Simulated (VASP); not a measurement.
# MgS (F-43m) in VASP: a series of runs

The runs below take MgS through single point, with PBE.

Program: VASP 6.6.1. These are calculated values, not measurements. Logs are shortened: lines on timing, memory, paths and dates and some standing lists are left out, and cuts for length are marked.

**1. The cell of the first run**

It takes space group F-43m (No. 216, cubic). The conventional cell has a = 5.435 Å, b = 5.435 Å, c = 5.435 Å, α = 90.00°, β = 90.00°, γ = 90.00°. Within 3.1 Å of Mg (site symmetry -43m) lie 4 S at 2.35 Å. Within 3.1 Å of S (site symmetry -43m) lie 4 Mg at 2.35 Å.

**2. Single point, PBE (strain -4.0%)**

INCAR reads:

```
PREC = Accurate ; ENCUT = 520
EDIFF = 1E-7 ; ISMEAR = 0
SIGMA = 0.01 ; LREAL = False
LASPH = True ; NELM = 60
ALGO = Normal ; ISIF = 2
LWAVE = False ; LCHARG = True
GGA = PE ; LELF = True
LVHAR = True ; NBANDS = 11
```

KPOINTS reads:

```
Automatic mesh
0
Gamma
  4 4 4
```

POSCAR reads:

```
MgS
1.0
    0.0000000000      2.7176417676      2.7176417676
    2.7176417676      0.0000000000      2.7176417676
    2.7176417676      2.7176417676      0.0000000000
Mg S
1 1
Direct
    0.0000000000      0.0000000000      0.0000000000
    0.2500000000      0.2500000000      0.2500000000
```

Potentials or basis: VASP PAW PBE potentials, release 64 (Mg, S).

Started as:

```bash
> cat potpaw_PBE.64/Mg/POTCAR potpaw_PBE.64/S/POTCAR > POTCAR
> mpirun -np 1 vasp_std > vasp.out
```

OUTCAR:

```text
PREC = Accurate
   ENCUT = 520
   EDIFF = 1E-7
   ISMEAR = 0
   LREAL = False
   LASPH = True
   NELM = 60
   ISIF = 2
   GGA = PE

 ion  position               nearest neighbor table
   1  0.000  0.000  0.000-   2 2.35   2 2.35   2 2.35   2 2.35
   2  0.250  0.250  0.250-   1 2.35   1 2.35   1 2.35   1 2.35

  LATTYP: Found a face centered cubic cell.
 ALAT       =     5.4352835352

  Lattice vectors:

 A1 = (   0.0000000000,   2.7176417676,   2.7176417676)
 A2 = (   2.7176417676,   0.0000000000,   2.7176417676)
 A3 = (   2.7176417676,   2.7176417676,   0.0000000000)

Analysis of symmetry for initial positions (statically):
=====================================================================
 Subroutine PRICEL returns:
 Original cell was already a primitive cell.

 Routine SETGRP: Setting up the symmetry group for a
 face centered cubic supercell.

 Subroutine GETGRP returns: Found 24 space group operations
 (whereof 24 operations were pure point group operations)
 out of a pool of 48 trial point group operations.

The static configuration has the point symmetry T_d .

Analysis of symmetry for dynamics (positions and initial velocities):
=====================================================================
 Subroutine PRICEL returns:
 Original cell was already a primitive cell.

 Routine SETGRP: Setting up the symmetry group for a
 face centered cubic supercell.

 Subroutine GETGRP returns: Found 24 space group operations
 (whereof 24 operations were pure point group operations)
 out of a pool of 48 trial point group operations.

The dynamic configuration has the point symmetry T_d .

 Subroutine INISYM returns: Found 24 space group operations
 (whereof 24 operations are pure point group operations),
 and found     1 'primitive' translations

----------------------------------------------------------------------------------------

                                     Primitive cell

  volume of cell :      40.1427

  direct lattice vectors                    reciprocal lattice vectors
     0.000000000  2.717641768  2.717641768    -0.183983042  0.183983042  0.183983042
     2.717641768  0.000000000  2.717641768     0.183983042 -0.183983042  0.183983042
     2.717641768  2.717641768  0.000000000     0.183983042  0.183983042 -0.183983042

  length of vectors
     3.843325845  3.843325845  3.843325845     0.318667977  0.318667977  0.318667977

  position of ions in fractional coordinates (direct lattice)
     0.000000000  0.000000000  0.000000000
     0.250000000  0.250000000  0.250000000

  ion indices of the primitive-cell ions
   primitive index   ion index
                 1           1
                 2           2

----------------------------------------------------------------------------------------

 KPOINTS: Automatic mesh

Automatic generation of k-mesh.
 Grid dimensions read from file:
 generate k-points for:    4    4    4

 Generating k-lattice:

  Cartesian coordinates                     Fractional coordinates (reciprocal lattice)
    -0.045995761  0.045995761  0.045995761     0.250000000  0.000000000  0.000000000
     0.045995761 -0.045995761  0.045995761     0.000000000  0.250000000  0.000000000
     0.045995761  0.045995761 -0.045995761     0.000000000  0.000000000  0.250000000

  Length of vectors
     0.079666994  0.079666994  0.079666994

  Shift w.r.t. Gamma in fractional coordinates (k-lattice)
     0.000000000  0.000000000  0.000000000

 Subroutine IBZKPT returns following result:
 ===========================================

 Found      8 irreducible k-points:

 Following reciprocal coordinates:
            Coordinates               Weight
  0.000000  0.000000  0.000000      1.000000
  0.250000  0.000000  0.000000      8.000000
  0.500000  0.000000  0.000000      4.000000
  0.250000  0.250000  0.000000      6.000000
  0.500000  0.250000  0.000000     24.000000
 -0.250000  0.250000  0.000000     12.000000
  0.500000  0.500000  0.000000      3.000000
 -0.250000  0.500000  0.250000      6.000000
   k-points           NKPTS =      8   k-points in BZ     NKDIM =      8   number of bands    NBANDS=     11
   number of dos      NEDOS =    301   number of ions     NIONS =      2
   total plane-waves  NPLWV =  27000
   dimension x,y,z NGX =    30 NGY =   30 NGZ =   30
   dimension x,y,z NGXF=    60 NGYF=   60 NGZF=   60
   ions per type =               1   1
   NGX,Y,Z   is equivalent  to a cutoff of  12.98, 12.98, 12.98 a.u.
   NGXF,Y,Z  is equivalent  to a cutoff of  25.95, 25.95, 25.95 a.u.
 SYSTEM =  unknown system
   PREC   = accura    normal or accurate (medium, high low for compatibility)
   ISTART =      0    job   : 0-new  1-cont  2-samecut
   ICHARG =      2    charge: 1-file 2-atom 10-const
   ISPIN  =      1    spin polarized calculation?
   LNONCOLLINEAR =      F non collinear calculations
   LSORBIT =      F    spin-orbit coupling
   LASPH  =      T    aspherical Exc in radial PAW
   ENCUT  =  520.0 eV  38.22 Ry    6.18 a.u.   7.15  7.15  7.15*2*pi/ulx,y,z
   NELM   =     60;   NELMIN=  2; NELMDL= -5     # of ELM steps
   EDIFF  = 0.1E-06   stopping-criterion for ELM
   LREAL  =      F    real-space projection
   EDIFFG = 0.1E-05   stopping-criterion for IOM
   NSW    =      0    number of steps for IOM
   IBRION =     -1    ionic relax: 0-MD 1-quasi-New 2-CG
   NFREE  =      0    steps in history (QN), initial steepest desc. (CG)
   ISIF   =      2    stress and relaxation
   ISYM   =      2    0-nonsym 1-usesym 2-fastsym
   POTIM  = 0.5000    time-step for ionic-motion
   TEBEG  =    0.0;   TEEND  =   0.0 temperature during run
   PSTRESS=    0.0 pullay stress
   NELECT =       8.0000    total number of electrons
   NUPDOWN=      -1.0000    fix difference up-down
   EMIN   =  10.00;   EMAX   =-10.00  energy-range for DOS
   EFERMI =   0.00;   METHOD = LEGACY
   ISMEAR =     0;   SIGMA  =   0.01  broadening in eV -4-tet -1-fermi 0-gaus
   EFERMI_NEDOS =   21; number of points for ismear=-14 and -15
   IALGO  =     38    algorithm
   IMIX   =      4    mixing-type and parameters
     AMIX     =   0.40;   BMIX     =  1.00
     AMIX_MAG =   1.60;   BMIX_MAG =  1.00
  volume/ion in A,a.u.               =      20.07       135.45
  Fermi-wavevector in a.u.,A,eV,Ry     =   0.956245  1.807041 12.441235  0.914405
  Thomas-Fermi vector in A             =   2.085156
   LORBIT       =      0    0 simple, 1 ext, 2 COOP (PROOUT), +10 PAW based schemes
   GGA     = PE    functional components
   LHFCALC =     F    Hartree Fock is set to
   AEXX    =    0.0000 exact exchange contribution
   IVDW    =     0    specifies the selected vdW correction
   LEPSILON=     F    determine dielectric tensor
   LRPA    =     F    only Hartree local field effects (RPA)
 non-spin polarized calculation
 Gauss-broadening in eV      SIGMA  =   0.01
  energy-cutoff  :      520.00
  volume of cell :       40.14
 maximum number of plane-waves:      1106
 NGX is ok and might be reduce to    30
   NGX = 15   NGY = 15   NGZ = 15

 number of electron       8.0000000 magnetization

 Free energy of the ion-electron system (eV)
  ---------------------------------------------------
  ext. energy  EPLUGINS =         0.00000000
  ---------------------------------------------------
  free energy    TOTEN  =        -8.28378623 eV

  energy without entropy =       -8.28378623  energy(sigma->0) =       -8.28378623

 E-fermi :   1.9518     XC(G=0):  -8.8661

 val. band max:        1.8952173351   @ k =   0.0000   0.0000   0.0000
 cond. band min:       5.6419927605   @ k =   0.5000   0.5000   0.0000
 fundamental gap:      3.7467754254
 Fermi energy:         1.9518100153

 k-point     1 :       0.0000    0.0000    0.0000
  band No.  band energies     occupation
      1      -9.8142      2.00000
      2       1.8952      2.00000
      3       1.8952      2.00000
      4       1.8952      2.00000
      5       5.9895      0.00000
      6      10.1452      0.00000
      7      10.1452      0.00000
      8      10.1452      0.00000
      9      12.9641      0.00000
     10      12.9641      0.00000
     11      16.5223      0.00000

 k-point     2 :       0.2500    0.0000    0.0000
  band No.  band energies     occupation
      1      -9.4152      2.00000
      2      -0.1812      2.00000
      3       1.7007      2.00000
      4       1.7007      2.00000
      5       7.4552      0.00000
      6      10.2127      0.00000
      7      10.3240      0.00000
      8      10.3240      0.00000
      9      12.6131      0.00000
     10      12.6131      0.00000
     11      14.7674      0.00000

 k-point     3 :       0.5000    0.0000    0.0000
  band No.  band energies     occupation
      1      -8.9295      2.00000
      2      -1.6763      2.00000
      3       1.5306      2.00000
      4       1.5306      2.00000
      5       7.4429      0.00000
      6       9.6817      0.00000
      7       9.6817      0.00000
      8      11.0806      0.00000
      9      15.5298      0.00000
     10      15.5298      0.00000
     11      15.7832      0.00000

 k-point     4 :       0.2500    0.2500    0.0000
  band No.  band energies     occupation
      1      -9.2835      2.00000
      2      -0.0254      2.00000
      3       1.2392      2.00000
      4       1.2392      2.00000
      5       7.3496      0.00000
      6       8.6866      0.00000
      7      10.8483      0.00000
      8      11.8886      0.00000
      9      11.8886      0.00000
     10      14.0863      0.00000
     11      18.1834      0.00000

 k-point     5 :       0.5000    0.2500    0.0000
  band No.  band energies     occupation
      1      -8.7959      2.00000
      2      -1.1027      2.00000
      3       0.3781      2.00000
      4       1.0819      2.00000
      5       7.1590      0.00000
      6       9.2529      0.00000
      7      11.0764      0.00000
      8      11.5630      0.00000
      9      14.4195      0.00000
     10      15.7867      0.00000
     11      17.4449      0.00000

 k-point     6 :      -0.2500    0.2500    0.0000
  band No.  band energies     occupation
      1      -8.9580      2.00000
      2      -0.8371      2.00000
      3       0.2806      2.00000
      4       1.5057      2.00000
      5       8.4773      0.00000
      6       9.3062      0.00000
      7      10.3948      0.00000
      8      10.8769      0.00000
      9      12.2363      0.00000
     10      16.0934      0.00000
     11      17.0255      0.00000

 k-point     7 :       0.5000    0.5000    0.0000
  band No.  band energies     occupation
      1      -8.6413      2.00000
      2      -1.2841      2.00000
      3       0.7126      2.00000
      4       0.7126      2.00000
      5       5.6420      0.00000
      6       7.6745      0.00000
      7      14.3085      0.00000
      8      15.1935      0.00000
      9      15.1935      0.00000
     10      16.3378      0.00000
     11      16.3734      0.00000

 k-point     8 :      -0.2500    0.5000    0.2500
  band No.  band energies     occupation
      1      -8.6281      2.00000
      2      -0.6447      2.00000
      3      -0.2684      2.00000
      4       0.3403      2.00000
      5       7.4831      0.00000
      6      10.2820      0.00000
      7      10.5815      0.00000
      8      10.9007      0.00000
      9      15.6417      0.00000
     10      16.3834      0.00000
     11      16.5764      0.00000

------------------------ aborting loop because EDIFF is reached ----------------------------------------

  FORCE on cell =-STRESS in cart. coord.  units (eV):
  Direction    XX          YY          ZZ          XY          YZ          ZX
  --------------------------------------------------------------------------------------
  -------------------------------------------------------------------------------------
  Total        2.6070584      2.6070584      2.6070584      0.0000000      0.0000000     -0.0000000
  in kB      104.0530258    104.0530258    104.0530258      0.0000000      0.0000000     -0.0000000
  external PRESSURE =     104.0530258 kB  Pullay stress =       0.0000000 kB

 VOLUME and BASIS-vectors are now :
 -----------------------------------------------------------------------------
  energy-cutoff  :      520.00
  volume of cell :       40.14
      direct lattice vectors                 reciprocal lattice vectors
     0.000000000  2.717641768  2.717641768    -0.183983042  0.183983042  0.183983042
     2.717641768  0.000000000  2.717641768     0.183983042 -0.183983042  0.183983042
     2.717641768  2.717641768  0.000000000     0.183983042  0.183983042 -0.183983042

 POSITION                                       TOTAL-FORCE (eV/Angst)
 -----------------------------------------------------------------------------------
      0.00000      0.00000      0.00000         0.000000      0.000000      0.000000
      1.35882      1.35882      1.35882        -0.000000     -0.000000     -0.000000
 -----------------------------------------------------------------------------------
    total drift:                               -0.000000     -0.000000     -0.000000

  FREE ENERGIE OF THE ION-ELECTRON SYSTEM (eV)
  ---------------------------------------------------
  free  energy   TOTEN  =        -8.2837862288 eV

  energy  without entropy=       -8.2837862288  energy(sigma->0) =       -8.28378623
```

Run time: 7 s. Hardware: 1 thread of Intel Xeon Platinum 8488C (Sapphire Rapids), shared host; peak memory 0.16 GiB.

What came out:

```yaml
Free_energy: -8.2838 eV
Pressure: 10.4 GPa
Band_gap_on_the_k_mesh: 3.75 eV, indirect (least direct gap 4.09 eV)
```

Caveat: the k points lie up to 0.50 Å⁻¹ apart; the cell differs from its parent crystal (strain -4.0%). A k mesh can miss the band edges.

**3. Single point, PBE (strain -3.0%)**

INCAR reads:

```
SYSTEM = MgS
PREC     = Accurate       ! precision mode
ENCUT    = 520            ! plane-wave cutoff, eV
EDIFF    = 1E-6           ! SCF threshold, eV
ISMEAR   = 0              ! smearing method
SIGMA    = 0.01           ! smearing width, eV
LREAL    = .FALSE.        ! projectors in reciprocal space
LASPH    = .TRUE.         ! aspherical terms in the spheres
NELM     = 80             ! most SCF steps
ALGO     = Normal         ! electronic algorithm
ISIF     = 2              ! what is computed and relaxed
LWAVE    = .FALSE.        ! write WAVECAR
LCHARG   = .FALSE.        ! write CHGCAR
GGA      = PE             ! functional
NBANDS   = 11             ! bands
```

KPOINTS reads:

```
Automatic mesh
0
G
  4 4 4
  0 0 0
```

POSCAR reads:

```
MgS
1.0
    0.0000000000      2.7459505360      2.7459505360
    2.7459505360      0.0000000000      2.7459505360
    2.7459505360      2.7459505360      0.0000000000
Mg S
1 1
Direct
    0.0000000000      0.0000000000      0.0000000000
    0.2500000000      0.2500000000      0.2500000000
```

Potentials or basis: VASP PAW PBE potentials, release 64 (Mg, S).

Started as:

```bash
> cat potpaw_PBE.64/Mg/POTCAR potpaw_PBE.64/S/POTCAR > POTCAR
> mpirun -np 1 vasp_std > vasp.out
```

Run time: 5.5 s. Hardware: 1 thread of Intel Xeon Platinum 8488C (Sapphire Rapids), shared host; peak memory 0.15 GiB.

The run converged. Its results:

```yaml
Free_energy: -8.3550 eV
Pressure: 7.6 GPa
Band_gap_on_the_k_mesh: 3.79 eV, indirect (least direct gap 3.93 eV)
```

Levels at points of the mesh, in eV from the valence-band top:
| k point | band 1 | band 2 | band 3 | band 4 | band 5 | band 6 | band 7 | band 8 | band 9 |
| --- | --- | --- | --- | --- | --- | --- | --- | --- | --- |
| (0.00, 0.00, 0.00) | -11.59 | 0.00 | 0.00 | 0.00 | 3.93 | 8.17 | 8.17 | 8.17 | 11.01 |
| (0.50, 0.00, 0.00) | -10.76 | -3.45 | -0.35 | -0.35 | 5.44 | 7.75 | 7.75 | 9.04 | 13.52 |
| (0.50, 0.50, 0.00) | -10.49 | -3.08 | -1.14 | -1.14 | 3.79 | 5.75 | 12.08 | 13.04 | 13.04 |

Caveat: the k points lie up to 0.50 Å⁻¹ apart; the cell differs from its parent crystal (strain -3.0%).
